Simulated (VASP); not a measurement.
# Sb (P6_3/mmc) in VASP: a series of runs, part 2 of 2

VASP 6.6.1. The steps go on from the part before.

### 3 Single point, PBEsol+D3(BJ)

This run uses another cell than the first one, of 26.65 Å³/atom, 1.024 times its volume.

Contents of INCAR:

```
PREC = Accurate ; ENCUT = 520
EDIFF = 1E-6 ; ISMEAR = -1
SIGMA = 0.05 ; LREAL = F
LASPH = T ; NELM = 100
ALGO = Normal ; ISIF = 2
LWAVE = F ; LCHARG = F
GGA = PS ; IVDW = 12
NBANDS = 12
```

Contents of KPOINTS:

```
regular mesh
0
Gamma
  9 9 5
```

Contents of POSCAR:

```
Sb
1.0
    3.3545324186      0.0000000000      0.0000000000
   -1.6772662093      2.9051102923      0.0000000000
    0.0000000000      0.0000000000      5.4701606500
Sb
2
Direct
    0.6666666667      0.3333333333      0.7500000000
    0.3333333333      0.6666666667      0.2500000000
```

Potentials or basis: VASP PAW PBE potentials, release 64 (Sb).

Started as:

```bash
cat potpaw_PBE.64/Sb/POTCAR > POTCAR
mpirun -np 1 vasp_std > vasp.out
```

OUTCAR:

```text
PREC = Accurate
   ENCUT = 520
   EDIFF = 1E-6
   ISMEAR = -1
   LREAL = F
   LASPH = T
   NELM = 100
   ISIF = 2
   GGA = PS
   IVDW = 12
 IVDW          = 12

 ion  position               nearest neighbor table
   1  0.667  0.333  0.750-   2 3.35   2 3.35   2 3.35   2 3.35   2 3.35   2 3.35
   2  0.333  0.667  0.250-   1 3.35   1 3.35   1 3.35   1 3.35   1 3.35   1 3.35

  LATTYP: Found a hexagonal cell.
 ALAT       =     3.3545324186
 C/A-ratio  =     1.6306775334

  Lattice vectors:

 A1 = (   3.3545324186,   0.0000000000,   0.0000000000)
 A2 = (  -1.6772662093,   2.9051102923,   0.0000000000)
 A3 = (   0.0000000000,   0.0000000000,   5.4701606500)

Analysis of symmetry for initial positions (statically):
=====================================================================
 Subroutine PRICEL returns:
 Original cell was already a primitive cell.

 Routine SETGRP: Setting up the symmetry group for a
 hexagonal supercell.

 Subroutine GETGRP returns: Found 24 space group operations
 (whereof 12 operations were pure point group operations)
 out of a pool of 24 trial point group operations.

The static configuration has the point symmetry D_3d.
 The point group associated with its full space group is D_6h.

Analysis of symmetry for dynamics (positions and initial velocities):
=====================================================================
 Subroutine PRICEL returns:
 Original cell was already a primitive cell.

 Routine SETGRP: Setting up the symmetry group for a
 hexagonal supercell.

 Subroutine GETGRP returns: Found 24 space group operations
 (whereof 12 operations were pure point group operations)
 out of a pool of 24 trial point group operations.

The dynamic configuration has the point symmetry D_3d.
 The point group associated with its full space group is D_6h.

 Subroutine INISYM returns: Found 24 space group operations
 (whereof 12 operations are pure point group operations),
 and found     1 'primitive' translations

----------------------------------------------------------------------------------------
[... 123 lines left out ...]
   LRPA    =     F    only Hartree local field effects (RPA)
 non-spin polarized calculation
  energy-cutoff  :      520.00
  volume of cell :       53.31
 maximum number of plane-waves:      1448
 NGX is ok and might be reduce to    28
   NGX = 13   NGY = 13   NGZ = 21

 number of electron      10.0000000 magnetization

 Free energy of the ion-electron system (eV)
  ---------------------------------------------------
  ext. energy  EPLUGINS =         0.00000000
  ---------------------------------------------------
  free energy    TOTEN  =        -8.68221609 eV

  energy without entropy =       -8.67021918  energy(sigma->0) =       -8.67621763

 E-fermi :   8.4086     XC(G=0): -10.3774

 val. band max:        8.3819505883   @ k =   0.4444   0.1111   0.0000
 cond. band min:       8.4282851621   @ k =   0.2222   0.0000   0.4000
 fundamental gap:      0.0463345738
 Fermi energy:         8.4085986569

 k-point     1 :       0.0000    0.0000    0.0000
  band No.  band energies     occupation
      1      -4.5095      2.00000
      2      -0.6792      2.00000
      3       2.6147      2.00000
      4      12.1121      0.00000
      5      12.1121      0.00000
      6      13.7573      0.00000
      7      13.7573      0.00000
      8      14.0017      0.00000
      9      16.2374      0.00000
     10      17.4681      0.00000
     11      18.4967      0.00000
     12      18.4967      0.00000
[... 331 lines left out ...]
 k-point    24 :       0.3333    0.3333    0.2000
  band No.  band energies     occupation
      1       0.4266      2.00000
      2       0.4266      2.00000
      3       4.2015      2.00000
      4       5.2418      2.00000
      5       5.2418      2.00000
      6       6.8310      2.00000
      7       9.1993      0.00000
      8       9.1993      0.00000
      9      13.0048      0.00000
     10      18.9330      0.00000
     11      18.9330      0.00000
     12      20.7036      0.00000

 [... further k-points ...]

------------------------ aborting loop because EDIFF is reached ----------------------------------------

 Edisp (eV)   -1.02427

 E8    (eV) :    -0.7025

  FORCE on cell =-STRESS in cart. coord.  units (eV):
  Direction    XX          YY          ZZ          XY          YZ          ZX
  --------------------------------------------------------------------------------------
  -------------------------------------------------------------------------------------
  Total      -1.58394    -1.58394    -1.68485     0.00000     0.00000     0.00000
  in kB     -47.60537   -47.60537   -50.63802     0.00000     0.00000     0.00000
  external pressure =      -48.62 kB  Pullay stress =        0.00 kB

 VOLUME and BASIS-vectors are now :
 -----------------------------------------------------------------------------
  energy-cutoff  :      520.00
  volume of cell :       53.31
      direct lattice vectors                 reciprocal lattice vectors
     3.354532419  0.000000000  0.000000000     0.298104139  0.172110505  0.000000000
    -1.677266209  2.905110292  0.000000000     0.000000000  0.344221010  0.000000000
     0.000000000  0.000000000  5.470160650     0.000000000  0.000000000  0.182809987

 POSITION                                       TOTAL-FORCE (eV/Angst)
 -----------------------------------------------------------------------------------
      1.67727      0.96837      4.10262         0.000000     -0.000000      0.000000
     -0.00000      1.93674      1.36754        -0.000000      0.000000      0.000000
 -----------------------------------------------------------------------------------
    total drift:                                0.000000     -0.000000      0.000000

  FREE ENERGIE OF THE ION-ELECTRON SYSTEM (eV)
  ---------------------------------------------------
  free  energy   TOTEN  =        -9.7064868493 eV

  energy  without entropy=       -9.6944899412  energy(sigma->0) =       -9.70048840
```

OSZICAR:

```text
N       E                     dE             d eps       ncg     rms          rms(c)
DAV:   1     0.326845487688E+02    0.32685E+02   -0.35222E+03   864   0.659E+02
DAV:   2    -0.677872870943E+01   -0.39463E+02   -0.38241E+02  1156   0.108E+02
DAV:   3    -0.868154001079E+01   -0.19028E+01   -0.18864E+01  1112   0.262E+01
DAV:   4    -0.869691165214E+01   -0.15372E-01   -0.15371E-01  1000   0.280E+00
DAV:   5    -0.869706720255E+01   -0.15555E-03   -0.15555E-03  1020   0.317E-01    0.237E+00
DAV:   6    -0.868737501410E+01    0.96922E-02   -0.43949E-03   980   0.311E-01    0.134E+00
DAV:   7    -0.868222499670E+01    0.51500E-02   -0.81484E-03   924   0.425E-01    0.402E-02
DAV:   8    -0.868221586227E+01    0.91344E-05   -0.10418E-04  1028   0.739E-02    0.144E-02
DAV:   9    -0.868221608537E+01   -0.22310E-06   -0.16831E-06   808   0.104E-02
   1 F= -.97064868E+01 E0= -.97004884E+01  d E =-.119969E-01
```

stdout:

```text
POSCAR found type information on POSCAR Sb
 POSCAR found :  1 types and       2 ions
 scaLAPACK will be used
 -----------------------------------------------------------------------------
|                                                                             |
|                                                                             |
|     You enforced a specific xc type in the INCAR file but a different       |
|     I HOPE YOU KNOW WHAT YOU ARE DOING!                                     |
|                                                                             |
 -----------------------------------------------------------------------------

 LDA part: xc-table for (Slater+PW92), standard interpolation
 POSCAR, INCAR and KPOINTS ok, starting setup
 FFT: planning ... GRIDC
 FFT: planning ... GRID_SOFT
 FFT: planning ... GRID
 WAVECAR not read
 entering main loop
```

Wall time 11 s (1 thread of Intel Xeon 6975P-C, shared host); peak memory 0.18 GiB.

What came out:

```yaml
Free_energy: -9.7065 eV
Pressure: -4.9 GPa
Band_gap_on_the_k_mesh: zero (band 5 reaches 12.67 eV, above the bottom of band 6 at 5.74 eV)
Dispersion_energy_per_atom: -0.512 eV
```

Levels at points of the mesh, in eV from the Fermi level:
```csv
k point,band 1,band 2,band 3,band 4,band 5,band 6,band 7,band 8,band 9,band 10
"(0.00, 0.00, 0.00)",-12.92,-9.09,-5.79,3.70,3.70,5.35,5.35,5.59,7.83,9.06
```

Caveat: three body term missing; the PAW data sets were made with another functional, which shifts forces and pressure a little; spin-orbit coupling is left out, which moves the levels of the heavy elements; pairwise dispersion overbinds metals, which lowers pressure and volume.

### 4 Relaxation of cell and atoms, PBEsol+D3(BJ)

This run uses another cell than the first one, of 26.65 Å³/atom, 1.024 times its volume.

Contents of INCAR:

```
SYSTEM = Sb
ALGO = Normal ; EDIFF = 1E-7
EDIFFG = -0.01 ; ENCUT = 600
GGA = PS ; IBRION = 2
ISIF = 3 ; ISMEAR = -1
IVDW = 12 ; LASPH = .TRUE.
LCHARG = .FALSE. ; LREAL = .FALSE.
LWAVE = .FALSE. ; NELM = 60
NSW = 60 ; PREC = Accurate
SIGMA = 0.05
```

Contents of KPOINTS:

```
k-points
0
G
  9 9 5
  0 0 0
```

POSCAR is that of step 3.

Started as:

```bash
cat potpaw_PBE.64/Sb/POTCAR > POTCAR
mpirun -np 1 vasp_std > vasp.out
```

Run time: 60 s. Hardware: 1 thread of Intel Xeon 6975P-C, shared host; peak memory 0.21 GiB.

Results (log left out):

```
Free energy                            : -9.7697 eV
Relaxed volume                         : 24.74 Å³/atom
Relaxed cell                           : a = 3.272 Å, b = 3.272 Å, c = 5.337 Å, α = 90.00°, β = 90.00°, γ = 120.00°
Space group after relaxing (to 0.05 Å) : P6_3/mmc (No. 194)
Energy gained by relaxing              : 31.6 meV/atom
Ionic steps                            : 7
Pressure after relaxing                : 0.0 GPa
Band gap on the k mesh                 : zero (band 5 reaches 14.11 eV, above the bottom of band 6 at 6.47 eV)
Dispersion energy per atom             : -0.554 eV
```

Step by step:
```csv
step,energy change (eV),largest force (eV/Å),pressure (GPa),volume (Å³)
1,0.0000,0.0000,-4.86,53.31
2,-0.0376,0.0000,3.97,47.32
3,-0.0631,0.0000,-0.02,49.48
4,-0.0631,0.0000,0.10,49.41
5,-0.0631,0.0000,-0.06,49.51
6,-0.0631,0.0000,-0.04,49.49
7,-0.0631,0.0000,-0.01,49.47
```

Final structure:
```xyz
2
Lattice="3.2717 0.0000 0.0000 -1.6359 2.8334 0.0000 0.0000 0.0000 5.3370" Properties=species:S:1:pos:R:3 pbc="T T T"
Sb    1.6359    0.9445    4.0028
Sb    0.0000    1.8889    1.3343
```

Levels at points of the mesh, in eV from the Fermi level:
| k point | band 3 | band 4 | band 5 | band 6 | band 7 | band 8 |
| --- | --- | --- | --- | --- | --- | --- |
| (0.00, 0.00, 0.00) | -6.30 | 4.06 | 4.06 | 5.87 | 5.87 | 6.18 |

Caveat: the PAW data sets were made with another functional, which shifts forces and pressure a little; spin-orbit coupling is left out, which moves the levels of the heavy elements; pairwise dispersion overbinds metals, which lowers pressure and volume.

### 5 Overview

```csv
task,level,cell,cutoff (eV),gap on the mesh (eV),pressure (GPa)
single point,PBEsol,"a = 3.354, b = 3.354, c = 5.344 Å, angles 90.0, 90.0, 120.0°, 2 atoms",520,none,0.0
single point,PBEsol+D3(BJ),"a = 3.355, b = 3.355, c = 5.470 Å, angles 90.0, 90.0, 120.0°, 2 atoms",520,none,-4.9
relaxation of cell and atoms,PBEsol+D3(BJ),"relaxed from a = 3.355, b = 3.355, c = 5.470 Å, angles 90.0, 90.0, 120.0°, 2 atoms",600,none,0.0
```

Alike in all rows: potentials or basis VASP PAW PBE potentials, release 64 (Sb); no spin polarisation; k mesh 9 × 9 × 5; smearing fermi-dirac 0.05 eV.

Caveats: the PAW data sets were made with another functional, which shifts forces and pressure a little; spin-orbit coupling is left out, which moves the levels of the heavy elements; pairwise dispersion overbinds metals, which lowers pressure and volume (some runs); three body term missing (some runs).

Absolute energies hang on the potentials; compare differences alone.
